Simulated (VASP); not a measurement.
# H10C6S (C2/c) in VASP: single point with PBE+D3(BJ)

Aim: the single point of H10C6S with PBE+D3(BJ).

Everything below comes from runs of VASP 6.6.1. Logs are shortened: lines on timing, memory, paths and dates and some standing lists are left out, and cuts for length are marked.

**1. The cell of the first run**

The structure is monoclinic, space group C2/c (No. 15). The conventional cell has a = 11.074 Å, b = 10.210 Å, c = 6.034 Å, α = 90.00°, β = 103.26°, γ = 90.00°. H (site symmetry 1) has 1 C at 1.10 Å within 1.5 Å. Within 1.5 Å of H (site symmetry 1) lie 1 C at 1.10 Å. H (site symmetry 1) has 1 C at 1.09 Å within 1.5 Å. Within 1.5 Å of H (site symmetry 1) lie 1 C at 1.09 Å. H (site symmetry 1) has 1 C at 1.09 Å within 1.5 Å. Within 1.5 Å of C (site symmetry 1) lie 2 H at 1.10 Å and 1 C at 1.49 Å. C (site symmetry 1) has 1 H at 1.09 Å and 2 C at 1.34 to 1.49 Å within 1.5 Å. C (site symmetry 1) has 2 H at 1.09 Å and 1 C at 1.34 Å within 1.5 Å.

**2. Single point, PBE+D3(BJ)**

INCAR reads:

```
PREC = Accurate
ENCUT = 520
EDIFF = 1E-7
ISMEAR = 0
SIGMA = 0.02
LREAL = Auto
LASPH = T
NELM = 100
ALGO = Normal
ISIF = 2
LWAVE = F
LCHARG = F
GGA = PE
IVDW = 12
NBANDS = 63
```

KPOINTS reads:

```
Automatic mesh
0
Gamma
  4 4 4
```

POSCAR reads:

```
H10C6S
1.0
    5.5370893821     -5.1050749047      0.0409197363
    5.5370893821      5.1050749047      0.0409197363
   -1.4277332946      0.0000000000      5.8622457062
H C S
20 12 2
Direct
    0.7748322398      0.2054698322     -0.0088640081
    0.7945301678      0.2251677602      0.5088640081
    0.2251677602      0.7945301678      1.0088640081
    0.2054698322      0.7748322398      0.4911359919
    0.7420669028      0.4345374263      0.9430341680
    0.5654625737      0.2579330972      0.5569658320
    0.2579330972      0.5654625737      0.0569658320
    0.4345374263      0.7420669028      0.4430341680
    0.9793505288      0.5284883414      0.2830555236
    0.4715116586      0.0206494712      0.2169444764
    0.0206494712      0.4715116586      0.7169444764
    0.5284883414      0.9793505288      0.7830555236
    0.0794089429      0.1206730708      0.1836259626
    0.8793269292      0.9205910571      0.3163740374
    0.9205910571      0.8793269292      0.8163740374
    0.1206730708      0.0794089429      0.6836259626
    0.2219756204      0.3004215115      0.3580489182
    0.6995784885      0.7780243796      0.1419510818
    0.7780243796      0.6995784885      0.6419510818
    0.3004215115      0.2219756204      0.8580489182
    0.7806920670      0.3470596818      0.0737318846
    0.6529403182      0.2193079330      0.4262681154
    0.2193079330      0.6529403182      0.9262681154
    0.3470596818      0.7806920670      0.5737318846
    0.9609989591      0.3870704061      0.2096578264
    0.6129295939      0.0390010409      0.2903421736
    0.0390010409      0.6129295939      0.7903421736
    0.3870704061      0.9609989591      0.7096578264
    0.0940720637      0.2631816000      0.2529409643
    0.7368184000      0.9059279363      0.2470590357
    0.9059279363      0.7368184000      0.7470590357
    0.2631816000      0.0940720637      0.7529409643
    0.6018184965      0.3981815035      0.2500000000
    0.3981815035      0.6018184965      0.7500000000
```

Potentials or basis: VASP PAW PBE potentials, release 64 (H, C, S).

Launch:

```bash
$ cat potpaw_PBE.64/H/POTCAR potpaw_PBE.64/C/POTCAR potpaw_PBE.64/S/POTCAR > POTCAR
$ mpirun -np 1 vasp_std > vasp.out
```

OUTCAR:

```text
PREC = Accurate
   ENCUT = 520
   EDIFF = 1E-7
   ISMEAR = 0
   LREAL = Auto
   LASPH = T
   NELM = 100
   ISIF = 2
   GGA = PE
   IVDW = 12
 IVDW          = 12

 ion  position               nearest neighbor table
   1  0.775  0.205  0.991-  21 1.10
   2  0.795  0.225  0.509-  22 1.10
   3  0.225  0.795  0.009-  23 1.10
   4  0.205  0.775  0.491-  24 1.10
   5  0.742  0.435  0.943-  21 1.10
   6  0.565  0.258  0.557-  22 1.10
[... 12 lines left out ...]
  19  0.778  0.700  0.642-  31 1.09
  20  0.300  0.222  0.858-  32 1.09
  21  0.781  0.347  0.074-   5 1.10   1 1.10  25 1.49  33 1.83
  22  0.653  0.219  0.426-   6 1.10   2 1.10  26 1.49  33 1.83
  23  0.219  0.653  0.926-   7 1.10   3 1.10  27 1.49  34 1.83
  24  0.347  0.781  0.574-   8 1.10   4 1.10  28 1.49  34 1.83
  25  0.961  0.387  0.210-   9 1.09  29 1.34  21 1.49
  26  0.613  0.039  0.290-  10 1.09  30 1.34  22 1.49
  27  0.039  0.613  0.790-  11 1.09  31 1.34  23 1.49
  28  0.387  0.961  0.710-  12 1.09  32 1.34  24 1.49
  29  0.094  0.263  0.253-  17 1.09  13 1.09  25 1.34
  30  0.737  0.906  0.247-  18 1.09  14 1.09  26 1.34
  31  0.906  0.737  0.747-  19 1.09  15 1.09  27 1.34
  32  0.263  0.094  0.753-  20 1.09  16 1.09  28 1.34
  33  0.602  0.398  0.250-  21 1.83  22 1.83
  34  0.398  0.602  0.750-  23 1.83  24 1.83

  LATTYP: Found a base centered monoclinic cell.
 ALAT       =    11.0744811617
 B/A-ratio  =     0.9219528807
 C/A-ratio  =     0.5448202416
 COS(beta)  =    -0.2294438591

  Lattice vectors:

 A1 = (   5.5370893821,  -5.1050749047,   0.0409197363)
 A2 = (   5.5370893821,   5.1050749047,   0.0409197363)
 A3 = (  -1.4277332946,   0.0000000000,   5.8622457062)

Analysis of symmetry for initial positions (statically):
=====================================================================
 Subroutine PRICEL returns:
 Original cell was already a primitive cell.

 Routine SETGRP: Setting up the symmetry group for a
 base centered monoclinic supercell.

 Subroutine GETGRP returns: Found  4 space group operations
 (whereof  2 operations were pure point group operations)
 out of a pool of  4 trial point group operations.

The static configuration has the point symmetry S_2 .
 The point group associated with its full space group is C_2h.

Analysis of symmetry for dynamics (positions and initial velocities):
=====================================================================
 Subroutine PRICEL returns:
 Original cell was already a primitive cell.

 Routine SETGRP: Setting up the symmetry group for a
 base centered monoclinic supercell.

 Subroutine GETGRP returns: Found  4 space group operations
 (whereof  2 operations were pure point group operations)
 out of a pool of  4 trial point group operations.

The dynamic configuration has the point symmetry S_2 .
 The point group associated with its full space group is C_2h.

 Subroutine INISYM returns: Found  4 space group operations
 (whereof  2 operations are pure point group operations),
 and found     1 'primitive' translations

----------------------------------------------------------------------------------------

                                     Primitive cell

  volume of cell :     332.0157

  direct lattice vectors                    reciprocal lattice vectors
     5.537089382 -5.105074905  0.040919736     0.090137916 -0.097941756  0.021952833
     5.537089382  5.105074905  0.040919736     0.090137916  0.097941756  0.021952833
    -1.427733295  0.000000000  5.862245706    -0.001258364  0.000000000  0.170276621

  length of vectors
     7.531455572  7.531455572  6.033601502     0.134904997  0.134904997  0.170281271

  position of ions in fractional coordinates (direct lattice)
     0.774832240  0.205469832  0.991135992
     0.794530168  0.225167760  0.508864008
     0.225167760  0.794530168  0.008864008
     0.205469832  0.774832240  0.491135992
     0.742066903  0.434537426  0.943034168
     0.565462574  0.257933097  0.556965832
[... 26 lines left out ...]
     0.601818497  0.398181503  0.250000000
     0.398181503  0.601818497  0.750000000

  ion indices of the primitive-cell ions
   primitive index   ion index
                 1           1
                 2           2
                 3           3
                 4           4
                 5           5
                 6           6
[... 26 lines left out ...]
                33          33
                34          34

----------------------------------------------------------------------------------------

 KPOINTS: Automatic mesh

Automatic generation of k-mesh.
 Grid dimensions read from file:
 generate k-points for:    4    4    4

 Generating k-lattice:

  Cartesian coordinates                     Fractional coordinates (reciprocal lattice)
     0.022534479 -0.024485439  0.005488208     0.250000000 -0.000000000 -0.000000000
     0.022534479  0.024485439  0.005488208    -0.000000000  0.250000000 -0.000000000
    -0.000314591  0.000000000  0.042569155    -0.000000000 -0.000000000  0.250000000

  Length of vectors
     0.033726249  0.033726249  0.042570318

  Shift w.r.t. Gamma in fractional coordinates (k-lattice)
     0.000000000  0.000000000  0.000000000

 Subroutine IBZKPT returns following result:
 ===========================================

 Found     24 irreducible k-points:

 Following reciprocal coordinates:
            Coordinates               Weight
  0.000000  0.000000  0.000000      1.000000
  0.250000 -0.000000 -0.000000      4.000000
  0.500000 -0.000000 -0.000000      2.000000
  0.250000  0.250000 -0.000000      2.000000
  0.500000  0.250000 -0.000000      4.000000
 -0.250000  0.250000  0.000000      2.000000
[... 16 lines left out ...]
 -0.250000  0.250000  0.500000      2.000000
  0.500000  0.500000  0.500000      1.000000
   k-points           NKPTS =     24   k-points in BZ     NKDIM =     24   number of bands    NBANDS=     63
   number of dos      NEDOS =    301   number of ions     NIONS =     34
   total plane-waves  NPLWV = 150528
   dimension x,y,z NGX =    56 NGY =   56 NGZ =   48
   dimension x,y,z NGXF=   112 NGYF=  112 NGZF=   96
   ions per type =              20  12   2
   NGX,Y,Z   is equivalent  to a cutoff of  12.36, 12.36, 13.23 a.u.
   NGXF,Y,Z  is equivalent  to a cutoff of  24.72, 24.72, 26.45 a.u.
 SYSTEM =  unknown system
   PREC   = accura    normal or accurate (medium, high low for compatibility)
   ISTART =      0    job   : 0-new  1-cont  2-samecut
   ICHARG =      2    charge: 1-file 2-atom 10-const
   ISPIN  =      1    spin polarized calculation?
   LNONCOLLINEAR =      F non collinear calculations
   LSORBIT =      F    spin-orbit coupling
   LASPH  =      T    aspherical Exc in radial PAW
   ENCUT  =  520.0 eV  38.22 Ry    6.18 a.u.  14.00 14.00 11.22*2*pi/ulx,y,z
   NELM   =    100;   NELMIN=  2; NELMDL= -5     # of ELM steps
   EDIFF  = 0.1E-06   stopping-criterion for ELM
   LREAL  =      T    real-space projection
   EDIFFG = 0.1E-05   stopping-criterion for IOM
   NSW    =      0    number of steps for IOM
   IBRION =     -1    ionic relax: 0-MD 1-quasi-New 2-CG
   NFREE  =      0    steps in history (QN), initial steepest desc. (CG)
   ISIF   =      2    stress and relaxation
   ISYM   =      2    0-nonsym 1-usesym 2-fastsym
   POTIM  = 0.5000    time-step for ionic-motion
   TEBEG  =    0.0;   TEEND  =   0.0 temperature during run
   PSTRESS=    0.0 pullay stress
   NELECT =      80.0000    total number of electrons
   NUPDOWN=      -1.0000    fix difference up-down
   EMIN   =  10.00;   EMAX   =-10.00  energy-range for DOS
   EFERMI =   0.00;   METHOD = LEGACY
   ISMEAR =     0;   SIGMA  =   0.02  broadening in eV -4-tet -1-fermi 0-gaus
   EFERMI_NEDOS =   21; number of points for ismear=-14 and -15
   IALGO  =     38    algorithm
   IMIX   =      4    mixing-type and parameters
     AMIX     =   0.40;   BMIX     =  1.00
     AMIX_MAG =   1.60;   BMIX_MAG =  1.00
  volume/ion in A,a.u.               =       9.77        65.90
  Fermi-wavevector in a.u.,A,eV,Ry     =   1.018713  1.925089 14.119809  1.037777
  Thomas-Fermi vector in A             =   2.152186
   LORBIT       =      0    0 simple, 1 ext, 2 COOP (PROOUT), +10 PAW based schemes
   GGA     = PE    functional components
   LHFCALC =     F    Hartree Fock is set to
   AEXX    =    0.0000 exact exchange contribution
   IVDW    =    12    specifies the selected vdW correction
   LEPSILON=     F    determine dielectric tensor
   LRPA    =     F    only Hartree local field effects (RPA)
 non-spin polarized calculation
 Gauss-broadening in eV      SIGMA  =   0.02
  energy-cutoff  :      520.00
  volume of cell :      332.02
 maximum number of plane-waves:      8984
   NGX = 29   NGY = 29   NGZ = 23

 number of electron      80.0000000 magnetization

 Free energy of the ion-electron system (eV)
  ---------------------------------------------------
  ext. energy  EPLUGINS =         0.00000000
  ---------------------------------------------------
  free energy    TOTEN  =      -187.31213369 eV

  energy without entropy =     -187.31213369  energy(sigma->0) =     -187.31213369

 E-fermi :  -0.4540     XC(G=0):  -7.7927

 val. band max:       -0.6066222392   @ k =   0.5000   0.5000  -0.0000
 cond. band min:       2.8695833246   @ k =   0.0000   0.0000   0.0000
 fundamental gap:      3.4762055638
 Fermi energy:        -0.4539537941

 k-point     1 :       0.0000    0.0000    0.0000
  band No.  band energies     occupation
      1     -16.0321      2.00000
      2     -15.8378      2.00000
      3     -14.9313      2.00000
      4     -14.8148      2.00000
      5     -13.7600      2.00000
      6     -13.5830      2.00000
[... 44 lines left out ...]
     51       6.0361      0.00000
     52       6.0565      0.00000

 k-point     2 :       0.2500   -0.0000   -0.0000
  band No.  band energies     occupation
      1     -16.0044      2.00000
      2     -15.8607      2.00000
      3     -14.9242      2.00000
      4     -14.8354      2.00000
      5     -13.7443      2.00000
      6     -13.6171      2.00000
[... 44 lines left out ...]
     51       5.9985      0.00000
     52       6.1078      0.00000

 k-point     3 :       0.5000   -0.0000   -0.0000
  band No.  band energies     occupation
      1     -15.9576      2.00000
      2     -15.9027      2.00000
      3     -14.9069      2.00000
      4     -14.8661      2.00000
      5     -13.7018      2.00000
      6     -13.6772      2.00000
[... 44 lines left out ...]
     51       5.8918      0.00000
     52       6.0658      0.00000
[... 1046 lines left out ...]
 k-point    23 :      -0.2500    0.2500    0.5000
  band No.  band energies     occupation
      1     -15.8993      2.00000
      2     -15.8993      2.00000
      3     -14.9098      2.00000
      4     -14.9098      2.00000
      5     -13.6868      2.00000
      6     -13.6868      2.00000
[... 44 lines left out ...]
     51       6.0764      0.00000
     52       6.0764      0.00000

 k-point    24 :       0.5000    0.5000    0.5000
  band No.  band energies     occupation
      1     -15.8878      2.00000
      2     -15.8878      2.00000
      3     -14.9270      2.00000
      4     -14.9270      2.00000
      5     -13.7058      2.00000
      6     -13.7058      2.00000
[... 44 lines left out ...]
     51       6.2443      0.00000
     52       6.2443      0.00000
 [bands above 52 left out]

------------------------ aborting loop because EDIFF is reached ----------------------------------------

 Edisp (eV)   -2.36249

 E8    (eV) :    -0.6060

  FORCE on cell =-STRESS in cart. coord.  units (eV):
  Direction    XX          YY          ZZ          XY          YZ          ZX
  --------------------------------------------------------------------------------------
  -------------------------------------------------------------------------------------
  Total      -0.22099    -0.09559    -0.27417     0.00000     0.00000     0.24095
  in kB      -1.06641    -0.46126    -1.32304     0.00000     0.00000     1.16274
  external pressure =       -0.95 kB  Pullay stress =        0.00 kB

 VOLUME and BASIS-vectors are now :
 -----------------------------------------------------------------------------
  energy-cutoff  :      520.00
  volume of cell :      332.02
      direct lattice vectors                 reciprocal lattice vectors
     5.537089382 -5.105074905  0.040919736     0.090137916 -0.097941756  0.021952833
     5.537089382  5.105074905  0.040919736     0.090137916  0.097941756  0.021952833
    -1.427733295  0.000000000  5.862245706    -0.001258364  0.000000000  0.170276621

 POSITION                                       TOTAL-FORCE (eV/Angst)
 -----------------------------------------------------------------------------------
      4.01294     -2.90664      5.85040        -0.014840     -0.012280     -0.009818
      4.91964     -2.90664      3.02481         0.014840     -0.012280      0.009818
      5.63350      2.90664      0.09369         0.014840      0.012280      0.009818
      4.72681      2.90664      2.91927        -0.014840      0.012280     -0.009818
      5.16856     -1.56996      5.57644         0.010908      0.010638     -0.017523
      3.76402     -1.56996      3.29876        -0.010908      0.010638      0.017523
[... 26 lines left out ...]
      5.18016     -1.03958      1.50648        -0.000000     -0.075322     -0.000000
      4.46629      1.03958      4.43760        -0.000000      0.075322      0.000000
 -----------------------------------------------------------------------------------
    total drift:                               -0.000000     -0.000000      0.000000

  FREE ENERGIE OF THE ION-ELECTRON SYSTEM (eV)
  ---------------------------------------------------
  free  energy   TOTEN  =      -189.6746216983 eV

  energy  without entropy=     -189.6746216983  energy(sigma->0) =     -189.67462170
```

Wall time 22 min (1 thread of Intel Xeon 8259CL, shared host); peak memory 0.58 GiB.

Results:

| Property | Result |
| --- | --- |
| Free energy | -189.6746 eV |
| Pressure | -0.1 GPa |
| Largest force | 0.086 eV/Å |
| Band gap on the k mesh | 3.48 eV (least direct gap 3.55 eV) |
| Dispersion energy per atom | -0.069 eV |

Forces on the atoms (eV/Å):
```
H   -0.015 -0.012 -0.010
H    0.015 -0.012  0.010
H    0.015  0.012  0.010
H   -0.015  0.012 -0.010
H    0.011  0.011 -0.018
H   -0.011  0.011  0.018
H   -0.011 -0.011  0.018
H    0.011 -0.011 -0.018
H    0.013  0.011  0.007
H   -0.013  0.011 -0.007
H   -0.013 -0.011 -0.007
H    0.013 -0.011  0.007
H   -0.012 -0.011 -0.006
H    0.012 -0.011  0.006
H    0.012  0.011  0.006
H   -0.012  0.011 -0.006
H    0.010 -0.008  0.009
H   -0.010 -0.008 -0.009
H   -0.010  0.008 -0.009
H    0.010  0.008  0.009
C   -0.044  0.062  0.041
C    0.044  0.062 -0.041
C    0.044 -0.062 -0.041
C   -0.044 -0.062  0.041
C    0.003  0.036  0.000
C   -0.003  0.036  0.000
C   -0.003 -0.036  0.000
C    0.003 -0.036  0.000
C    0.003 -0.040  0.012
C   -0.003 -0.040 -0.012
C   -0.003  0.040 -0.012
C    0.003  0.040  0.012
S    0.000 -0.075  0.000
S    0.000  0.075  0.000
```
